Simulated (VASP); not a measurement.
Write the native input for VASP 6.6.1 that does the following.

```
Task                   : single point
Functional             : PBEsol
Potentials or basis    : VASP PAW PBE potentials, release 64 (Ca_sv)
Cutoff                 : 500 eV
k mesh                 : 11 × 11 × 11
Occupations            : methfessel-paxton, width 0.05 eV
Spin                   : no spin polarisation
Dipole correction      : no
Further INCAR settings : ALGO = Normal; EDIFF = 1e-06; NBANDS = 11
```

The structure of Ca lies in POSCAR:

```
Ca
1.0
    2.6662875306      0.0000000000      0.0000000000
    0.0000000000      2.6662875306      0.0000000000
    0.0000000000      0.0000000000      2.6662875306
Ca
1
Direct
    0.0000000000      0.0000000000      0.0000000000
```

One way to write it, as run:

INCAR

```
SYSTEM = Ca
PREC = Accurate
ENCUT = 500
EDIFF = 1E-6
ISMEAR = 1
SIGMA = 0.05
LREAL = .False.
LASPH = .True.
NELM = 120
ALGO = Normal
ISIF = 2
LWAVE = .False.
LCHARG = .False.
GGA = PS
NBANDS = 11
GGA_COMPAT = .False.
```

KPOINTS

```
regular mesh
0
Gamma
  11 11 11
  0 0 0
```

Potentials or basis: VASP PAW PBE potentials, release 64 (Ca_sv).

Launch:

```bash
$ cat potpaw_PBE.64/Ca_sv/POTCAR > POTCAR
$ mpirun -np 1 vasp_std > vasp.out
```

It gave:

```json
{"Pressure": "33.3 GPa", "Band gap on the k mesh": "zero (band 5 reaches 5.91 eV, above the bottom of band 6 at 5.68 eV)"}
```

Caveat: the PAW data sets were made with another functional, which shifts forces and pressure a little.

Wall time 3.8 s on 1 thread of Intel(R) Xeon(R) 6975P-C (Granite Rapids), with other jobs on the host, peak memory 0.12 GiB.
